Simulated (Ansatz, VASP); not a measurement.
## GaN: VASP beside Ansatz

Contents of INCAR:

```
SYSTEM = GaN
ALGO     = Normal         ! electronic algorithm
EDIFF    = 1E-7           ! SCF threshold, eV
ENCUT    = 520            ! plane-wave cutoff, eV
GGA      = PE             ! functional
ISIF     = 2              ! what is computed and relaxed
ISMEAR   = 0              ! smearing method
LASPH    = .TRUE.         ! aspherical terms in the spheres
LCHARG   = .FALSE.        ! write CHGCAR
LREAL    = .FALSE.        ! projectors in reciprocal space
LWAVE    = .FALSE.        ! write WAVECAR
NBANDS   = 26             ! bands
NELM     = 80             ! most SCF steps
PREC     = Accurate       ! precision mode
SIGMA    = 0.01           ! smearing width, eV
```

The input KPOINTS:

```
k-points
0
G
  4 4 3
  0 0 0
```

Contents of POSCAR:

```
GaN
1.0
    3.1800000000      0.0000000000      0.0000000000
   -1.5900000000      2.7539610000      0.0000000000
    0.0000000000      0.0000000000      5.1660000000
Ga N
2 2
Direct
    0.3333333333      0.6666666667      0.0000000000
    0.6666666667      0.3333333333      0.5000000000
    0.3333333333      0.6666666667      0.3750000000
    0.6666666667      0.3333333333      0.8750000000
```

Input for Ansatz:

```yaml
crystal:
  lattice:
    - [3.18, 0.0, 0.0]
    - [-1.59, 2.753961, 0.0]
    - [0.0, 0.0, 5.166]
  atoms:
    - { symbol: Ga, position: [0.3333333333333333, 0.6666666666666666, 0.0] }
    - { symbol: Ga, position: [0.6666666666666666, 0.3333333333333333, 0.5] }
    - { symbol: "N", position: [0.3333333333333333, 0.6666666666666666, 0.375] }
    - { symbol: "N", position: [0.6666666666666666, 0.3333333333333333, 0.875] }
kpoints:
  mp_grid:
    grid: [4, 4, 3]
hamiltonian:
  xc: pbe
scf:
  occupations:
    method: fixed
output:
  eigenvalues: true
```

Alike in both runs: task single point; functional PBE; k mesh 4 × 4 × 3; no spin polarisation.

|  | VASP | Ansatz |
| --- | --- | --- |
| version | VASP 6.6.1 | Ansatz 0.2.0 |
| potentials or method | VASP PAW PBE potentials, release 64 (Ga_d, N) | plane waves, PAW |
| plane-wave cutoff (eV) | 520 | 420 |
| occupations | gaussian, width 0.01 eV | fixed |
| valence electrons in the cell | 36 | 36 |

```csv
,VASP,Ansatz,Ansatz less VASP
gap on the k mesh at the Fermi level (eV),1.96,1.95,-0.008
```

The k mesh is coarse, so the values compare programs but aren't converged.
